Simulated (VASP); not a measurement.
# Ag (Cmcm) in VASP: a series of runs

Ag is run at these levels: PBE; tasks: single point.

Everything below comes from runs of VASP 6.6.1. Logs are shortened: lines on timing, memory, paths and dates and some standing lists are left out, and cuts for length are marked.

## 1. The cell of the first run

The structure is orthorhombic, space group Cmcm (No. 63). Conventional cell: a = 4.086 Å, b = 4.086 Å, c = 4.086 Å, α = 90.00°, β = 90.00°, γ = 90.00°. Within 3.7 Å of Ag (site symmetry m2m) lie 12 Ag at 2.83 to 2.95 Å.

## 2. Single point, PBE

Contents of INCAR:

```
SYSTEM = Ag
  ALGO = Normal
  EDIFF = 1E-6
  ENCUT = 500
  GGA = PE
  GGA_COMPAT = .FALSE.
  ISIF = 2
  ISMEAR = 1
  LASPH = .TRUE.
  LCHARG = .TRUE.
  LELF = .TRUE.
  LREAL = .FALSE.
  LVHAR = .TRUE.
  LWAVE = .FALSE.
  NBANDS = 18
  NELM = 120
  PREC = Accurate
  SIGMA = 0.15
```

Contents of KPOINTS:

```
k-points
0
G
  16 16 12
  0 0 0
```

Contents of POSCAR:

```
Ag
1.0
    0.0000000000     -2.0431000000     -2.0431000000
    0.0000000000      2.0431000000     -2.0431000000
    4.0862000000      0.0000000000      0.0000000000
Ag
2
Direct
    0.5110126768      0.4889873232      0.5000000000
   -0.0110126768      0.0110126768      0.0000000000
```

Potentials or basis: VASP PAW PBE potentials, release 64 (Ag).

The run is started by

```
$ cat potpaw_PBE.64/Ag/POTCAR > POTCAR
$ mpirun -np 1 vasp_std > vasp.out
```

OUTCAR:

```text
SYSTEM = Ag
   EDIFF = 1E-6
   ENCUT = 500
   GGA = PE
   ISIF = 2
   ISMEAR = 1
   LASPH = .TRUE.
   LREAL = .FALSE.
   NELM = 120
   PREC = Accurate

 ion  position               nearest neighbor table
   1  0.511  0.489  0.500-   2 2.83   2 2.83   2 2.89   2 2.89   2 2.89   2 2.89   2 2.95   2 2.95

   2  0.989  0.011  0.000-   1 2.83   1 2.83   1 2.89   1 2.89   1 2.89   1 2.89   1 2.95   1 2.95

  LATTYP: Found a simple tetragonal cell.
 ALAT       =     2.8893797293
 C/A-ratio  =     1.4142135624

  Lattice vectors:

 A1 = (   0.0000000000,  -2.0431000000,  -2.0431000000)
 A2 = (   0.0000000000,   2.0431000000,  -2.0431000000)
 A3 = (   4.0862000000,   0.0000000000,   0.0000000000)

Analysis of symmetry for initial positions (statically):
=====================================================================
 Subroutine PRICEL returns:
 Original cell was already a primitive cell.

 Routine SETGRP: Setting up the symmetry group for a
 simple tetragonal supercell.

 Subroutine GETGRP returns: Found  8 space group operations
 (whereof  4 operations were pure point group operations)
 out of a pool of 16 trial point group operations.

The static configuration has the point symmetry C_2v.
 The point group associated with its full space group is D_2h.

Analysis of symmetry for dynamics (positions and initial velocities):
=====================================================================
 Subroutine PRICEL returns:
 Original cell was already a primitive cell.

 Routine SETGRP: Setting up the symmetry group for a
 simple tetragonal supercell.

 Subroutine GETGRP returns: Found  8 space group operations
 (whereof  4 operations were pure point group operations)
 out of a pool of 16 trial point group operations.

The dynamic configuration has the point symmetry C_2v.
 The point group associated with its full space group is D_2h.

 Subroutine INISYM returns: Found  8 space group operations
 (whereof  4 operations are pure point group operations),
 and found     1 'primitive' translations

----------------------------------------------------------------------------------------

                                     Primitive cell

  volume of cell :      34.1137

  direct lattice vectors                    reciprocal lattice vectors
     0.000000000 -2.043100000 -2.043100000     0.000000000 -0.244726151 -0.244726151
     0.000000000  2.043100000 -2.043100000     0.000000000  0.244726151 -0.244726151
     4.086200000  0.000000000  0.000000000     0.244726151  0.000000000  0.000000000

  length of vectors
     2.889379729  2.889379729  4.086200000     0.346095042  0.346095042  0.244726151

  position of ions in fractional coordinates (direct lattice)
     0.511012677  0.488987323  0.500000000
     0.988987323  0.011012677  0.000000000

  ion indices of the primitive-cell ions
   primitive index   ion index
                 1           1
                 2           2

----------------------------------------------------------------------------------------

 KPOINTS: k-points

Automatic generation of k-mesh.
 Grid dimensions read from file:
 generate k-points for:   16   16   12

 Generating k-lattice:

  Cartesian coordinates                     Fractional coordinates (reciprocal lattice)
     0.000000000 -0.015295384 -0.015295384     0.062500000  0.000000000  0.000000000
     0.000000000  0.015295384 -0.015295384     0.000000000  0.062500000  0.000000000
     0.020393846  0.000000000  0.000000000     0.000000000  0.000000000  0.083333333

  Length of vectors
     0.021630940  0.021630940  0.020393846

  Shift w.r.t. Gamma in fractional coordinates (k-lattice)
     0.000000000  0.000000000  0.000000000

 Subroutine IBZKPT returns following result:
 ===========================================

 Found    511 irreducible k-points:

 Following reciprocal coordinates:
            Coordinates               Weight
  0.000000  0.000000  0.000000      1.000000
  0.062500  0.000000  0.000000      4.000000
  0.125000  0.000000  0.000000      4.000000
  0.187500  0.000000  0.000000      4.000000
  0.250000  0.000000  0.000000      4.000000
  0.312500  0.000000  0.000000      4.000000
[... 16 lines left out ...]
 -0.062500  0.437500  0.000000      4.000000
  0.500000  0.062500  0.000000      4.000000
 [... further k-points ...]
   k-points           NKPTS =    511   k-points in BZ     NKDIM =    511   number of bands    NBANDS=     18
   number of dos      NEDOS =    301   number of ions     NIONS =      2
   total plane-waves  NPLWV =  17280
   dimension x,y,z NGX =    24 NGY =   24 NGZ =   30
   dimension x,y,z NGXF=    48 NGYF=   48 NGZF=   60
   ions per type =               2
   NGX,Y,Z   is equivalent  to a cutoff of  13.81, 13.81, 12.21 a.u.
   NGXF,Y,Z  is equivalent  to a cutoff of  27.62, 27.62, 24.41 a.u.
 SYSTEM =  Ag
   PREC   = accura    normal or accurate (medium, high low for compatibility)
   ISTART =      0    job   : 0-new  1-cont  2-samecut
   ICHARG =      2    charge: 1-file 2-atom 10-const
   ISPIN  =      1    spin polarized calculation?
   LNONCOLLINEAR =      F non collinear calculations
   LSORBIT =      F    spin-orbit coupling
   LASPH  =      T    aspherical Exc in radial PAW
   ENCUT  =  500.0 eV  36.75 Ry    6.06 a.u.   5.27  5.27  7.45*2*pi/ulx,y,z
   NELM   =    120;   NELMIN=  2; NELMDL= -5     # of ELM steps
   EDIFF  = 0.1E-05   stopping-criterion for ELM
   LREAL  =      F    real-space projection
   EDIFFG = 0.1E-04   stopping-criterion for IOM
   NSW    =      0    number of steps for IOM
   IBRION =     -1    ionic relax: 0-MD 1-quasi-New 2-CG
   NFREE  =      0    steps in history (QN), initial steepest desc. (CG)
   ISIF   =      2    stress and relaxation
   ISYM   =      2    0-nonsym 1-usesym 2-fastsym
   POTIM  = 0.5000    time-step for ionic-motion
   TEBEG  =    0.0;   TEEND  =   0.0 temperature during run
   PSTRESS=    0.0 pullay stress
   NELECT =      22.0000    total number of electrons
   NUPDOWN=      -1.0000    fix difference up-down
   EMIN   =  10.00;   EMAX   =-10.00  energy-range for DOS
   EFERMI =   0.00;   METHOD = LEGACY
   ISMEAR =     1;   SIGMA  =   0.15  broadening in eV -4-tet -1-fermi 0-gaus
   EFERMI_NEDOS =   21; number of points for ismear=-14 and -15
   IALGO  =     38    algorithm
   IMIX   =      4    mixing-type and parameters
     AMIX     =   0.40;   BMIX     =  1.00
     AMIX_MAG =   1.60;   BMIX_MAG =  1.00
  volume/ion in A,a.u.               =      17.06       115.11
  Fermi-wavevector in a.u.,A,eV,Ry     =   1.414402  2.672832 27.218893  2.000532
  Thomas-Fermi vector in A             =   2.535948
   LORBIT       =      0    0 simple, 1 ext, 2 COOP (PROOUT), +10 PAW based schemes
   GGA     = PE    functional components
   LHFCALC =     F    Hartree Fock is set to
   AEXX    =    0.0000 exact exchange contribution
   IVDW    =     0    specifies the selected vdW correction
   LEPSILON=     F    determine dielectric tensor
   LRPA    =     F    only Hartree local field effects (RPA)
 non-spin polarized calculation
 Methfessel and Paxton  Order N= 1 SIGMA  =   0.15
  energy-cutoff  :      500.00
  volume of cell :       34.11
 maximum number of plane-waves:       888
 NGX is ok and might be reduce to    24
   NGX = 11   NGY = 11   NGZ = 15

 number of electron      22.0000010 magnetization

 Free energy of the ion-electron system (eV)
  ---------------------------------------------------
  ext. energy  EPLUGINS =         0.00000000
  ---------------------------------------------------
  free energy    TOTEN  =        -5.40511035 eV

  energy without entropy =       -5.40555404  energy(sigma->0) =       -5.40525825

 E-fermi :   8.4575     XC(G=0): -12.2066

 val. band max:        8.4342568746   @ k =   0.4375   0.0000   0.4167
 cond. band min:       8.4969243797   @ k =  -0.2500   0.3750   0.4167
 fundamental gap:      0.0626675051
 Fermi energy:         8.4575438642

 k-point     1 :       0.0000    0.0000    0.0000
  band No.  band energies     occupation
      1       0.6604      2.00000
      2       1.9834      2.00000
      3       2.1285      2.00000
      4       3.6066      2.00000
      5       3.6111      2.00000
      6       3.6299      2.00000
[... 10 lines left out ...]
     17      25.5402      0.00000
     18      25.6070      0.00000

 k-point     2 :       0.0625    0.0000    0.0000
  band No.  band energies     occupation
      1       0.7421      2.00000
      2       2.0250      2.00000
      3       2.1691      2.00000
      4       3.5922      2.00000
      5       3.6404      2.00000
      6       3.6408      2.00000
[... 10 lines left out ...]
     17      25.5367      0.00000
     18      26.2807      0.00000

 k-point     3 :       0.1250    0.0000    0.0000
  band No.  band energies     occupation
      1       0.9811      2.00000
      2       2.1262      2.00000
      3       2.3060      2.00000
      4       3.5302      2.00000
      5       3.6964      2.00000
      6       3.7201      2.00000
[... 10 lines left out ...]
     17      25.4536      0.00000
     18      26.0328      0.00000

 k-point     4 :       0.1875    0.0000    0.0000
  band No.  band energies     occupation
      1       1.3566      2.00000
      2       2.2567      2.00000
      3       2.5435      2.00000
      4       3.4392      2.00000
      5       3.7883      2.00000
      6       3.8201      2.00000
[... 375 lines left out ...]
      4       3.3551      2.00000
      5       3.4919      2.00000
      6       3.5850      2.00000
[... 10 lines left out ...]
     17      23.1610      0.00000
     18      25.0855      0.00000

 k-point    23 :      -0.0625    0.4375    0.0000
  band No.  band energies     occupation
      1       3.0045      2.00000
      2       3.0690      2.00000
      3       3.1374      2.00000
      4       3.3482      2.00000
      5       3.4799      2.00000
      6       3.5949      2.00000
[... 10 lines left out ...]
     17      23.2107      0.00000
     18      24.9443      0.00000

 k-point    24 :       0.5000    0.0625    0.0000
  band No.  band energies     occupation
      1       3.1018      2.00000
      2       3.1503      2.00000
      3       3.1664      2.00000
      4       3.2464      2.00000
      5       3.5057      2.00000
      6       3.5325      2.00000
[... 10 lines left out ...]
     17      24.0474      0.00000
     18      24.1710      0.00000

 [... further k-points ...]
[... 5 lines left out ...]
  --------------------------------------------------------------------------------------
  -------------------------------------------------------------------------------------
  Total        0.9923683      1.0381026      0.9804182      0.0000000      0.0000000      0.0000000
  in kB       46.6073696     48.7553198     46.0461232      0.0000000      0.0000000      0.0000000
  external PRESSURE =      47.1362709 kB  Pullay stress =       0.0000000 kB

 VOLUME and BASIS-vectors are now :
 -----------------------------------------------------------------------------
  energy-cutoff  :      500.00
  volume of cell :       34.11
      direct lattice vectors                 reciprocal lattice vectors
     0.000000000 -2.043100000 -2.043100000     0.000000000 -0.244726151 -0.244726151
     0.000000000  2.043100000 -2.043100000     0.000000000  0.244726151 -0.244726151
     4.086200000  0.000000000  0.000000000     0.244726151  0.000000000  0.000000000

 POSITION                                       TOTAL-FORCE (eV/Angst)
 -----------------------------------------------------------------------------------
      2.04310     -0.04500     -2.04310         0.000000      0.246592      0.000000
      0.00000     -1.99810     -2.04310         0.000000     -0.246592      0.000000
 -----------------------------------------------------------------------------------
    total drift:                               -0.000000      0.000000     -0.000000

  FREE ENERGIE OF THE ION-ELECTRON SYSTEM (eV)
  ---------------------------------------------------
  free  energy   TOTEN  =        -5.4051103528 eV

  energy  without entropy=       -5.4055540393  energy(sigma->0) =       -5.40525825
```

Run time: 4.2 min. Hardware: 1 thread of Intel Xeon 8259CL, shared host; peak memory 0.34 GiB.

What came out:

```yaml
Free_energy: -5.4051 eV
Pressure: 4.7 GPa
Largest_force: 0.247 eV/Å
Band_gap_on_the_k_mesh: zero (band 11 reaches 14.30 eV, above the bottom of band 12 at 5.04 eV)
```

Forces in eV/Å, atoms in the order of the input:
```
Ag   0.000  0.247  0.000
Ag   0.000 -0.247  0.000
```

Stress tensor (GPa, compression positive):
```
4.66 0.00 0.00
0.00 4.88 0.00
0.00 0.00 4.60
```

Levels at points of the mesh, in eV from the Fermi level:
| k point | band 9 | band 10 | band 11 | band 12 | band 13 | band 14 |
| --- | --- | --- | --- | --- | --- | --- |
| (0.00, 0.00, 0.00) | -3.05 | -2.82 | -2.80 | 1.58 | 6.71 | 10.66 |
| (0.50, 0.00, 0.00) | -3.91 | -3.67 | -0.66 | -0.50 | 9.03 | 9.12 |
| (0.50, 0.50, 0.00) | -2.80 | -2.80 | 1.57 | 1.60 | 6.67 | 6.71 |
| (0.00, 0.00, 0.50) | -3.78 | -3.78 | -3.42 | -3.42 | 14.54 | 14.54 |
| (0.50, 0.00, 0.50) | -3.01 | -3.01 | -0.42 | -0.42 | 3.56 | 3.56 |
| (0.50, 0.50, 0.50) | -2.80 | -2.80 | 5.84 | 5.84 | 5.93 | 5.93 |

## 3. Single point, PBE

Contents of INCAR:

```
PREC = Accurate ; ENCUT = 500
EDIFF = 1E-6 ; ISMEAR = 0
SIGMA = 0.15 ; LREAL = F
LASPH = T ; NELM = 120
ALGO = Normal ; ISIF = 2
LWAVE = F ; LCHARG = T
GGA = PE ; LELF = T
LVHAR = T ; NBANDS = 18
GGA_COMPAT = F
```

Contents of KPOINTS:

```
regular mesh
0
Gamma
  16 16 12
```

Contents of POSCAR:

```
Ag
1.0
    0.0000000000     -2.0431000000     -2.0431000000
    0.0000000000      2.0431000000     -2.0431000000
    4.0862000000      0.0000000000      0.0000000000
Ag
2
Direct
    0.4853164309      0.5146835691      0.5000000000
    0.0146835691     -0.0146835691      0.0000000000
```

Potentials or basis: VASP PAW PBE potentials, release 64 (Ag).

The run is started by

```
$ cat potpaw_PBE.64/Ag/POTCAR > POTCAR
$ mpirun -np 1 vasp_std > vasp.out
```

Run time: 4.7 min. Hardware: 1 thread of Intel Xeon 8259CL, shared host; peak memory 0.35 GiB.

The run converged. Its results:

- Free energy: -5.3992 eV
- Pressure: 4.9 GPa
- Largest force: 0.330 eV/Å
- Band gap on the k mesh: zero (band 11 reaches 14.24 eV, above the bottom of band 12 at 5.05 eV)

Forces on the atoms (eV/Å):
```
Ag   0.000 -0.330  0.000
Ag   0.000  0.330  0.000
```

Stress tensor (GPa, compression positive):
```
5.04 0.00 0.00
0.00 5.05 0.00
0.00 0.00 4.58
```

Levels at points of the mesh, in eV from the Fermi level:
```
           k point  band 9  band 10  band 11  band 12  band 13  band 14
(0.00, 0.00, 0.00)   -3.05    -2.83    -2.79     1.58     6.71    10.68
(0.50, 0.00, 0.00)   -3.94    -3.62    -0.68    -0.47     8.96     9.05
(0.50, 0.50, 0.00)   -2.80    -2.79     1.58     1.62     6.64     6.71
(0.00, 0.00, 0.50)   -3.75    -3.75    -3.40    -3.40    14.48    14.48
(0.50, 0.00, 0.50)   -3.01    -3.01    -0.42    -0.42     3.56     3.56
(0.50, 0.50, 0.50)   -2.80    -2.80     5.79     5.79     5.93     5.93
```
